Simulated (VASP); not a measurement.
The system is CdS.

```xyz
4
Lattice="4.1500 0.0000 0.0000 -2.0750 3.5940 0.0000 0.0000 0.0000 6.7370" Properties=species:S:1:pos:R:3 pbc="T T T"
Cd    2.0750    1.1980    3.3685
Cd    0.0000    2.3960    0.0000
S     2.0750    1.1980    5.8949
S     0.0000    2.3960    2.5264
```

* Program: VASP 6.6.1
* Task: relaxation of cell and atoms
* Functional: BLYP
* Dispersion: D4
* Potentials or basis: VASP PAW PBE potentials, release 64 (Cd, S)
* Cutoff: 600 eV
* k mesh: 7 × 7 × 4
* Occupations: fermi-dirac, width 0.05 eV
* Spin: no spin polarisation

At the start: pressure 1.4 GPa; volume 25.12 Å³/atom.

Q: Where does the relaxation end?

A: Over 3 steps the energy falls by 2.8 meV/atom and the volume is 25.72 Å³/atom (+2.4 %); space group P6_3mc (No. 186, to 0.1 Å) before and after.

The path:
```tsv
step	energy change (eV)	largest force (eV/Å)	pressure (GPa)	volume (Å³)
1	0.0000	0.0639	1.36	100.48
2	-0.0101	0.0182	-0.43	103.62
3	-0.0111	0.0013	-0.02	102.86
```

Final structure:
```xyz
4
Lattice="4.1758 0.0000 0.0000 -2.0879 3.6164 0.0000 0.0000 0.0000 6.8115" Properties=species:S:1:pos:R:3 pbc="T T T"
Cd    2.0879    1.2055    3.4034
Cd    0.0000    2.4109    6.8092
S     2.0879    1.2055    5.9625
S     0.0000    2.4109    2.5567
```

Caveat: the PAW data sets were made with another functional, which shifts forces and pressure a little.
